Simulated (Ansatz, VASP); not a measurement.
One calculation of MgO, two programs

```
Mg O
1.0
     2.93802    0.00000    0.00000
    -1.46901    2.54440    0.00000
     0.00000    0.00000    2.67968
Mg O
1 1
Direct
  0.00000 0.00000 0.00000
  0.33333 0.66667 0.50000
```

Alike in both runs: task relaxation of cell and atoms; functional PBE; k mesh 12 × 12 × 8; occupations gaussian, width 0.02 eV; no spin polarisation.

```csv
,VASP,Ansatz
version,VASP 6.6.1,Ansatz 0.2.0
potentials or method,"VASP PAW PBE potentials, release 64 (Mg, O), cutoff 600 eV","scalar-relativistic, plane waves, PAW"
valence electrons in the cell,8,16
```

|  | VASP | Ansatz | Ansatz less VASP |
| --- | --- | --- | --- |
| gap on the k mesh at the Fermi level, each at its own relaxed structure (eV) | 3.05 | 3.02 | -0.028 |
| relaxed volume (Å³/atom) | 9.95 | 10.01 | +0.061 |
| relaxed cell length with the largest relative difference (Å) | 2.932 | 2.938 | +0.0061 |

VASP's potentials hold 8 valence electrons a cell and Ansatz's 16, so a difference there can come from the potentials and not from the codes.
